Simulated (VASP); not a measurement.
# MgTl2Se2 (I4/mmm) in VASP: further runs

The runs below take MgTl2Se2 through single point, relaxation of cell and atoms, with PBEsol.

Program: VASP 6.6.1. These are calculated values, not measurements. Logs are shortened: lines on timing, memory, paths and dates and some standing lists are left out, and cuts for length are marked.

**1. The cell of the first run**

It takes space group I4/mmm (No. 139, tetragonal). The conventional cell has a = 5.598 Å, b = 5.598 Å, c = 8.721 Å, α = 90.00°, β = 90.00°, γ = 90.00°. Mg (site symmetry 4/mmm) has 2 Tl at 2.94 Å and 8 Se at 3.55 Å within 3.9 Å. Within 3.7 Å of Tl (site symmetry 4mm) lie 1 Tl at 2.84 Å and 4 Se at 2.90 Å and 1 Mg at 2.94 Å. Se (site symmetry -4m2) has 4 Tl at 2.90 Å and 4 Mg at 3.55 Å within 3.8 Å.

**2. Single point, PBEsol**

INCAR

```
SYSTEM = MgTl2Se2
PREC = Accurate
ENCUT = 520
EDIFF = 1E-7
ISMEAR = -1
SIGMA = 0.03
LREAL = .FALSE.
LASPH = .TRUE.
NELM = 100
ALGO = Normal
ISIF = 2
LWAVE = .FALSE.
LCHARG = .FALSE.
GGA = PS
NBANDS = 28
```

KPOINTS

```
regular mesh
0
G
  6 6 6
  0 0 0
```

POSCAR

```
MgTl2Se2
1.0
   -2.7988312344      2.7988312344      4.3603006125
    2.7988312344     -2.7988312344      4.3603006125
    2.7988312344      2.7988312344     -4.3603006125
Mg Tl Se
1 2 2
Direct
    0.0000000000      0.0000000000      0.0000000000
    0.6629537181      0.6629537181      0.0000000000
    0.3370462819      0.3370462819      0.0000000000
    0.7500000000      0.2500000000      0.5000000000
    0.2500000000      0.7500000000      0.5000000000
```

Potentials or basis: VASP PAW PBE potentials, release 64 (Mg, Tl_d, Se).

Launch:

```sh
$ cat potpaw_PBE.64/Mg/POTCAR potpaw_PBE.64/Tl_d/POTCAR potpaw_PBE.64/Se/POTCAR > POTCAR
$ mpirun -np 1 vasp_std > vasp.out
```

OUTCAR:

```text
SYSTEM = MgTl2Se2
   PREC = Accurate
   ENCUT = 520
   EDIFF = 1E-7
   ISMEAR = -1
   LREAL = .FALSE.
   LASPH = .TRUE.
   NELM = 100
   ISIF = 2
   GGA = PS

 ion  position               nearest neighbor table
   1  0.000  0.000  0.000-   2 2.94   3 2.94
   2  0.663  0.663  0.000-   3 2.84   4 2.90   5 2.90   4 2.90   5 2.90   1 2.94
   3  0.337  0.337  0.000-   2 2.84   4 2.90   5 2.90   5 2.90   4 2.90   1 2.94
   4  0.750  0.250  0.500-   3 2.90   2 2.90   3 2.90   2 2.90
   5  0.250  0.750  0.500-   3 2.90   2 2.90   3 2.90   2 2.90

  LATTYP: Found a body centered tetragonal cell.
 ALAT       =     5.5976624688
 C/A-ratio  =     1.5579005118

  Lattice vectors:

 A1 = (  -2.7988312344,   2.7988312344,   4.3603006125)
 A2 = (   2.7988312344,  -2.7988312344,   4.3603006125)
 A3 = (   2.7988312344,   2.7988312344,  -4.3603006125)

Analysis of symmetry for initial positions (statically):
=====================================================================
 Subroutine PRICEL returns:
 Original cell was already a primitive cell.

 Routine SETGRP: Setting up the symmetry group for a
 body centered tetragonal supercell.

 Subroutine GETGRP returns: Found 16 space group operations
 (whereof 16 operations were pure point group operations)
 out of a pool of 16 trial point group operations.

The static configuration has the point symmetry D_4h.

Analysis of symmetry for dynamics (positions and initial velocities):
=====================================================================
 Subroutine PRICEL returns:
 Original cell was already a primitive cell.

 Routine SETGRP: Setting up the symmetry group for a
 body centered tetragonal supercell.

 Subroutine GETGRP returns: Found 16 space group operations
 (whereof 16 operations were pure point group operations)
 out of a pool of 16 trial point group operations.

The dynamic configuration has the point symmetry D_4h.

 Subroutine INISYM returns: Found 16 space group operations
 (whereof 16 operations are pure point group operations),
 and found     1 'primitive' translations

----------------------------------------------------------------------------------------

                                     Primitive cell

  volume of cell :     136.6249

  direct lattice vectors                    reciprocal lattice vectors
    -2.798831234  2.798831234  4.360300612     0.000000000  0.178645998  0.114670993
     2.798831234 -2.798831234  4.360300612     0.178645998  0.000000000  0.114670993
     2.798831234  2.798831234 -4.360300612     0.178645998  0.178645998  0.000000000

  length of vectors
     5.888899217  5.888899217  5.888899217     0.212282428  0.212282428  0.252643594

  position of ions in fractional coordinates (direct lattice)
     0.000000000  0.000000000  0.000000000
     0.662953718  0.662953718  0.000000000
     0.337046282  0.337046282  0.000000000
     0.750000000  0.250000000  0.500000000
     0.250000000  0.750000000  0.500000000

  ion indices of the primitive-cell ions
   primitive index   ion index
                 1           1
                 2           2
                 3           3
                 4           4
                 5           5

----------------------------------------------------------------------------------------

 KPOINTS: regular mesh

Automatic generation of k-mesh.
 Grid dimensions read from file:
 generate k-points for:    6    6    6

 Generating k-lattice:

  Cartesian coordinates                     Fractional coordinates (reciprocal lattice)
     0.000000000  0.029774333  0.019111832     0.166666667 -0.000000000  0.000000000
     0.029774333  0.000000000  0.019111832    -0.000000000  0.166666667  0.000000000
     0.029774333  0.029774333  0.000000000     0.000000000  0.000000000  0.166666667

  Length of vectors
     0.035380405  0.035380405  0.042107266

  Shift w.r.t. Gamma in fractional coordinates (k-lattice)
     0.000000000  0.000000000  0.000000000

 Subroutine IBZKPT returns following result:
 ===========================================

 Found     30 irreducible k-points:

 Following reciprocal coordinates:
            Coordinates               Weight
  0.000000  0.000000  0.000000      1.000000
  0.166667  0.000000 -0.000000      8.000000
  0.333333 -0.000000  0.000000      8.000000
  0.500000  0.000000 -0.000000      4.000000
  0.166667  0.166667  0.000000      8.000000
  0.333333  0.166667  0.000000     16.000000
[... 16 lines left out ...]
 -0.333333 -0.333333  0.166667      8.000000
 -0.166667 -0.333333  0.166667      8.000000
 [... further k-points ...]
   k-points           NKPTS =     30   k-points in BZ     NKDIM =     30   number of bands    NBANDS=     28
   number of dos      NEDOS =    301   number of ions     NIONS =      5
   total plane-waves  NPLWV = 110592
   dimension x,y,z NGX =    48 NGY =   48 NGZ =   48
   dimension x,y,z NGXF=    96 NGYF=   96 NGZF=   96
   ions per type =               1   2   2
   NGX,Y,Z   is equivalent  to a cutoff of  13.55, 13.55, 13.55 a.u.
   NGXF,Y,Z  is equivalent  to a cutoff of  27.10, 27.10, 27.10 a.u.
 SYSTEM =  MgTl2Se2
   PREC   = accura    normal or accurate (medium, high low for compatibility)
   ISTART =      0    job   : 0-new  1-cont  2-samecut
   ICHARG =      2    charge: 1-file 2-atom 10-const
   ISPIN  =      1    spin polarized calculation?
   LNONCOLLINEAR =      F non collinear calculations
   LSORBIT =      F    spin-orbit coupling
   LASPH  =      T    aspherical Exc in radial PAW
   ENCUT  =  520.0 eV  38.22 Ry    6.18 a.u.  10.95 10.95 10.95*2*pi/ulx,y,z
   NELM   =    100;   NELMIN=  2; NELMDL= -5     # of ELM steps
   EDIFF  = 0.1E-06   stopping-criterion for ELM
   LREAL  =      F    real-space projection
   EDIFFG = 0.1E-05   stopping-criterion for IOM
   NSW    =      0    number of steps for IOM
   IBRION =     -1    ionic relax: 0-MD 1-quasi-New 2-CG
   NFREE  =      0    steps in history (QN), initial steepest desc. (CG)
   ISIF   =      2    stress and relaxation
   ISYM   =      2    0-nonsym 1-usesym 2-fastsym
   POTIM  = 0.5000    time-step for ionic-motion
   TEBEG  =    0.0;   TEEND  =   0.0 temperature during run
   PSTRESS=    0.0 pullay stress
   NELECT =      40.0000    total number of electrons
   NUPDOWN=      -1.0000    fix difference up-down
   EMIN   =  10.00;   EMAX   =-10.00  energy-range for DOS
   EFERMI =   0.00;   METHOD = LEGACY
   ISMEAR =    -1;   SIGMA  =   0.03  broadening in eV -4-tet -1-fermi 0-gaus
   EFERMI_NEDOS =   21; number of points for ismear=-14 and -15
   IALGO  =     38    algorithm
   IMIX   =      4    mixing-type and parameters
     AMIX     =   0.40;   BMIX     =  1.00
     AMIX_MAG =   1.60;   BMIX_MAG =  1.00
  volume/ion in A,a.u.               =      27.32       184.40
  Fermi-wavevector in a.u.,A,eV,Ry     =   1.087055  2.054236 16.077851  1.181689
  Thomas-Fermi vector in A             =   2.223206
   LORBIT       =      0    0 simple, 1 ext, 2 COOP (PROOUT), +10 PAW based schemes
   GGA     = PS    functional components
   LHFCALC =     F    Hartree Fock is set to
   AEXX    =    0.0000 exact exchange contribution
   IVDW    =     0    specifies the selected vdW correction
   LEPSILON=     F    determine dielectric tensor
   LRPA    =     F    only Hartree local field effects (RPA)
 non-spin polarized calculation
  energy-cutoff  :      520.00
  volume of cell :      136.62
 maximum number of plane-waves:      3704
 NGX is ok and might be reduce to    48
   NGX = 21   NGY = 21   NGZ = 21

 number of electron      39.9999998 magnetization

 Free energy of the ion-electron system (eV)
  ---------------------------------------------------
  ext. energy  EPLUGINS =         0.00000000
  ---------------------------------------------------
  free energy    TOTEN  =       -15.10078452 eV

  energy without entropy =      -15.09824445  energy(sigma->0) =      -15.09951449

 E-fermi :   4.2872     XC(G=0):  -9.3923

 val. band max:        4.2795249563   @ k =   0.5000   0.5000   0.3333
 cond. band min:       4.3370100778   @ k =  -0.3333   0.3333   0.0000
 fundamental gap:      0.0574851215
 Fermi energy:         4.2871537918

 k-point     1 :       0.0000    0.0000    0.0000
  band No.  band energies     occupation
      1      -9.3800      2.00000
      2      -8.8804      2.00000
      3      -7.7821      2.00000
      4      -7.4105      2.00000
      5      -7.4105      2.00000
      6      -7.2108      2.00000
[... 20 lines left out ...]
     27      10.4941      0.00000
     28      10.4941      0.00000

 k-point     2 :       0.1667    0.0000   -0.0000
  band No.  band energies     occupation
      1      -9.3007      2.00000
      2      -8.8654      2.00000
      3      -7.7875      2.00000
      4      -7.4156      2.00000
      5      -7.4010      2.00000
      6      -7.2135      2.00000
[... 20 lines left out ...]
     27       9.6897      0.00000
     28      10.7568      0.00000

 k-point     3 :       0.3333   -0.0000    0.0000
  band No.  band energies     occupation
      1      -9.1084      2.00000
      2      -8.8531      2.00000
      3      -7.8031      2.00000
      4      -7.4237      2.00000
      5      -7.3781      2.00000
      6      -7.1946      2.00000
[... 20 lines left out ...]
     27       9.3674      0.00000
     28      10.3519      0.00000

 k-point     4 :       0.5000    0.0000   -0.0000
  band No.  band energies     occupation
      1      -8.9388      2.00000
      2      -8.9104      2.00000
      3      -7.8138      2.00000
      4      -7.4269      2.00000
      5      -7.3719      2.00000
      6      -7.1730      2.00000
[... 578 lines left out ...]
     27       9.9667      0.00000
     28      10.5321      0.00000

 k-point    23 :      -0.3333   -0.3333    0.1667
  band No.  band energies     occupation
      1      -9.1358      2.00000
      2      -8.9062      2.00000
      3      -7.8255      2.00000
      4      -7.4215      2.00000
      5      -7.4200      2.00000
      6      -7.1820      2.00000
[... 20 lines left out ...]
     27       9.9682      0.00000
     28      10.0001      0.00000

 k-point    24 :      -0.1667   -0.3333    0.1667
  band No.  band energies     occupation
      1      -9.2374      2.00000
      2      -8.9083      2.00000
      3      -7.8059      2.00000
      4      -7.4226      2.00000
      5      -7.4130      2.00000
      6      -7.1857      2.00000
[... 20 lines left out ...]
     27      10.2730      0.00000
     28      10.3063      0.00000

 [... further k-points ...]

------------------------ aborting loop because EDIFF is reached ----------------------------------------

  FORCE on cell =-STRESS in cart. coord.  units (eV):
  Direction    XX          YY          ZZ          XY          YZ          ZX
  --------------------------------------------------------------------------------------
  -------------------------------------------------------------------------------------
  Total        0.0161875      0.0161875     -0.0570507      0.0000000      0.0000000      0.0000000
  in kB        0.1898282      0.1898282     -0.6690239      0.0000000      0.0000000      0.0000000
  external PRESSURE =      -0.0964558 kB  Pullay stress =       0.0000000 kB

 VOLUME and BASIS-vectors are now :
 -----------------------------------------------------------------------------
  energy-cutoff  :      520.00
  volume of cell :      136.62
      direct lattice vectors                 reciprocal lattice vectors
    -2.798831234  2.798831234  4.360300612     0.000000000  0.178645998  0.114670993
     2.798831234 -2.798831234  4.360300612     0.178645998  0.000000000  0.114670993
     2.798831234  2.798831234 -4.360300612     0.178645998  0.178645998  0.000000000

 POSITION                                       TOTAL-FORCE (eV/Angst)
 -----------------------------------------------------------------------------------
      0.00000      0.00000      0.00000        -0.000000     -0.000000      0.000000
      0.00000      0.00000      5.78136         0.000000      0.000000      0.000202
      0.00000      0.00000      2.93925         0.000000      0.000000     -0.000202
     -0.00000      2.79883      2.18015        -0.000000     -0.000000      0.000000
      2.79883     -0.00000      2.18015        -0.000000     -0.000000     -0.000000
 -----------------------------------------------------------------------------------
    total drift:                                0.000000      0.000000     -0.000000

  FREE ENERGIE OF THE ION-ELECTRON SYSTEM (eV)
  ---------------------------------------------------
  free  energy   TOTEN  =       -15.1007845243 eV

  energy  without entropy=      -15.0982444486  energy(sigma->0) =      -15.09951449
```

Run time: 3.5 min. Hardware: 1 thread of Intel Xeon 8259CL, shared host; peak memory 0.39 GiB.

Results:

| Item | Value |
| --- | --- |
| Free energy | -15.1008 eV |
| Pressure | 0.0 GPa |
| Band gap on the k mesh | zero (bands 20 and 21 overlap by 1.78 eV) |

Caveat: the PAW data sets were made with another functional, which shifts forces and pressure a little; spin-orbit coupling is left out, which moves the levels of the heavy elements.

**3. Relaxation of cell and atoms, PBEsol**

This run uses another cell than the first one, of 28.16 Å³/atom.

INCAR

```
PREC     = Accurate       # precision mode
ENCUT    = 600            # plane-wave cutoff, eV
EDIFF    = 1E-7           # SCF threshold, eV
ISMEAR   = -1             # smearing method
SIGMA    = 0.03           # smearing width, eV
LREAL    = False          # projectors in reciprocal space
LASPH    = True           # aspherical terms in the spheres
NELM     = 100            # most SCF steps
ALGO     = Normal         # electronic algorithm
ISIF     = 3              # what is computed and relaxed
LWAVE    = False          # write WAVECAR
LCHARG   = False          # write CHGCAR
GGA      = PS             # functional
IBRION   = 2              # ionic algorithm
NSW      = 100            # ionic steps
EDIFFG   = -0.01          # ionic threshold
```

KPOINTS

```
Automatic mesh
0
Gamma
  6 6 6
```

POSCAR

```
MgTl2Se2
1.0
   -2.4366899900      2.4366899900      5.9282019800
    2.4366899900     -2.4366899900      5.9282019800
    2.4366899900      2.4366899900     -5.9282019800
Mg Tl Se
1 2 2
Direct
    0.0000000000      0.0000000000      0.0000000000
    0.6306787600      0.6306787600      0.0000000000
    0.3693212400      0.3693212400      0.0000000000
    0.7500000000      0.2500000000      0.5000000000
    0.2500000000      0.7500000000      0.5000000000
```

Potentials or basis: VASP PAW PBE potentials, release 64 (Mg, Tl_d, Se).

Launch:

```sh
$ cat potpaw_PBE.64/Mg/POTCAR potpaw_PBE.64/Tl_d/POTCAR potpaw_PBE.64/Se/POTCAR > POTCAR
$ mpirun -np 1 vasp_std > vasp.out
```

It took 63 min on 1 thread of Intel Xeon 8259CL, shared host; peak memory 0.56 GiB.

Results (log left out):

```yaml
Free_energy: -15.0969 eV
Relaxed_volume: 27.33 Å³/atom
Relaxed_cell: a = 5.889 Å, b = 5.889 Å, c = 5.889 Å, α = 123.25°, β = 123.25°, γ = 84.46°
Space_group_after_relaxing_to_0.1_Å: I4/mmm (No. 139)
Energy_gained_by_relaxing: 239.4 meV/atom
Ionic_steps: 16
Pressure_after_relaxing: 0.0 GPa
Largest_force_after_relaxing: 0.004 eV/Å
Band_gap_on_the_k_mesh: zero (bands 20 and 21 overlap by 1.78 eV)
```

Forces in eV/Å, atoms in the order of the input:
```
Mg   0.000  0.000  0.000
Tl   0.000  0.000 -0.004
Tl   0.000  0.000  0.004
Se   0.000  0.000  0.000
Se   0.000  0.000  0.000
```

Stress tensor (GPa, compression positive):
```
 0.04  0.00  0.00
 0.00  0.04  0.00
 0.00  0.00 -0.05
```

Step by step:
```
step  energy change (eV)  largest force (eV/Å)  pressure (GPa)  volume (Å³)
   1              0.0000                0.4871            2.21       140.79
   2             -0.2364                0.2843           -0.79       148.69
   3             -0.2771                0.7133           -2.06       153.45
   4             -0.4717                1.0740           -1.95       151.26
   5             -0.5371                1.4112           -1.69       149.72
   6             -0.5382                2.5627           -0.75       146.11
   7             -0.5601                1.8878           -1.33       148.06
   8             -0.7692                1.3687           -0.43       143.54
   9             -1.0734                0.3049            2.44       131.27
  10             -1.0774                0.0453            3.47       128.36
  11             -1.1426                0.4854            1.56       131.92
  12             -1.1568                0.3035            1.99       130.96
  13             -1.1958                0.0125            0.37       135.42
  14             -1.1967                0.0660            0.11       136.25
  15             -1.1971                0.0266            0.06       136.47
  16             -1.1972                0.0040            0.01       136.65
```

Final structure:
```xyz
5
Lattice="-2.7989 2.7989 4.3609 2.7989 -2.7989 4.3609 2.7989 2.7989 -4.3609" Properties=species:S:1:pos:R:3 pbc="T T T"
Mg    0.0000    0.0000    0.0000
Tl    0.0000    0.0000    5.7824
Tl    0.0000    0.0000    2.9394
Se    0.0000    2.7989    2.1804
Se    2.7989    0.0000    2.1804
```

Levels at points of the mesh, in eV from the Fermi level:
```csv
k point,band 16,band 17,band 18,band 19,band 20,band 21,band 22,band 23,band 24
"(0.00, 0.00, 0.00)",-4.17,-2.51,-2.51,-2.34,-2.08,-1.06,1.18,1.42,1.42
"(0.50, 0.00, 0.00)",-3.41,-3.08,-3.07,-1.01,0.16,0.74,1.16,2.96,3.20
"(0.50, 0.50, 0.00)",-3.03,-1.85,-1.14,-1.02,0.57,0.93,1.25,2.85,3.18
"(0.50, 0.50, 0.50)",-4.13,-3.83,-2.18,-2.18,-1.17,0.63,4.30,4.30,4.57
```

Caveat: the PAW data sets were made with another functional, which shifts forces and pressure a little; spin-orbit coupling is left out, which moves the levels of the heavy elements.

The gap in the log of VASP goes by the Fermi energy; the results here count the filled bands.